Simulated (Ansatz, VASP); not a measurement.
One calculation of Te, two programs

The input INCAR:

```
ALGO = Normal ; EDIFF = 1E-6
ENCUT = 520 ; GGA = PE
ISIF = 2 ; ISMEAR = 0
LASPH = T ; LCHARG = F
LREAL = F ; LWAVE = F
NBANDS = 13 ; NELM = 80
PREC = Accurate ; SIGMA = 0.1
```

File KPOINTS:

```
k-points
0
Gamma
  12 12 12
```

POSCAR

```
Te
1.0
    2.4402229475      1.4088633755      5.5049182238
   -2.4402229475      1.4088633755      5.5049182238
    0.0000000000     -2.8177267512      5.5049182238
Te
2
Direct
    0.0547659860      0.0547659860      0.0547659860
    0.9452340140      0.9452340140      0.9452340140
```

Input for Ansatz:

```yaml
crystal:
  lattice:
    - [2.4402229475, 1.4088633755, 5.5049182238]
    - [-2.4402229475, 1.4088633755, 5.5049182238]
    - [0.0, -2.8177267512, 5.5049182238]
  atoms:
    - { symbol: Te, position: [0.054765986, 0.054765986, 0.054765986] }
    - { symbol: Te, position: [0.945234014, 0.945234014, 0.945234014] }
basis:
  ecutwfc: 420
kpoints:
  mp_grid: { grid: [12, 12, 12] }
hamiltonian:
  xc: pbe
scf:
  occupations: { method: gaussian, width: 0.1 }
output:
  forces: true
  stress: true
  eigenvalues: true
```

Alike in both runs: task single point; functional PBE; k mesh 12 × 12 × 12; occupations gaussian, width 0.1 eV; no spin polarisation.

|  | VASP | Ansatz |
| --- | --- | --- |
| version | VASP 6.6.1 | Ansatz 0.2.0 |
| potentials or method | VASP PAW PBE potentials, release 64 (Te), cutoff 520 eV | scalar-relativistic, plane waves, PAW |
| valence electrons in the cell | 12 | 32 |

```csv
,VASP,Ansatz,Ansatz less VASP
gap on the k mesh at the Fermi level (eV),none,none,-
pressure (GPa),48.9,45.9,-3.02
"traceless stress, the component that is largest in VASP (GPa)",102.07,96.04,-6.024
rms of the force components (eV/Å),34.200,32.160,-2.0401
```

Atom by atom the forces differ by 2.040 eV/Å (rms over components). A gap of «none» marks a metal or a gap that the smearing closes. Both programs put the cell under a high pressure, so it lies far from rest at this level. VASP's potentials hold 12 valence electrons a cell and Ansatz's 32, so a difference there can come from the potentials and not from the codes.

Neither program's run includes spin-orbit coupling.
